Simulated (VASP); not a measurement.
Input of a VASP 6.6.1 run:

The input INCAR:

```
PREC = Accurate
ENCUT = 600
EDIFF = 1E-6
ISMEAR = -1
SIGMA = 0.1
LREAL = F
LASPH = T
NELM = 80
ALGO = Normal
ISIF = 3
LWAVE = F
LCHARG = F
GGA = PE
IBRION = 2
NSW = 60
EDIFFG = -0.005
PSTRESS = 3000.0
```

File KPOINTS:

```
Automatic mesh
0
Gamma
  13 13 8
```

Contents of POSCAR:

```
AlN
1.0
    2.4973936099      0.0000000000      0.0000000000
   -1.2486968049      2.1628063094      0.0000000000
    0.0000000000      0.0000000000      3.8709600953
Al N
2 2
Direct
    0.0000000000      0.0000000000      0.0000000000
    0.0000000000      0.0000000000      0.5000000000
    0.3333333333      0.6666666667      0.2500000000
    0.6666666667      0.3333333333      0.7500000000
```

Potentials or basis: VASP PAW PBE potentials, release 64 (Al, N).

Launch:

```console
$ cat potpaw_PBE.64/Al/POTCAR potpaw_PBE.64/N/POTCAR > POTCAR
$ mpirun -np 1 vasp_std > vasp.out
```

(1) Estimate the relaxed volume.

(2) Predict the band gap on the k mesh.

(3) Estimate the space group after relaxing (to 0.05 Å).

Results:

(1) 5.32 Å³/atom.

(2) 5.43 eV, indirect (least direct gap 7.82 eV).

(3) P6_3/mmc (No. 194).

Caveat: the cell is relaxed towards a set pressure, so the enthalpy falls and the energy may rise.
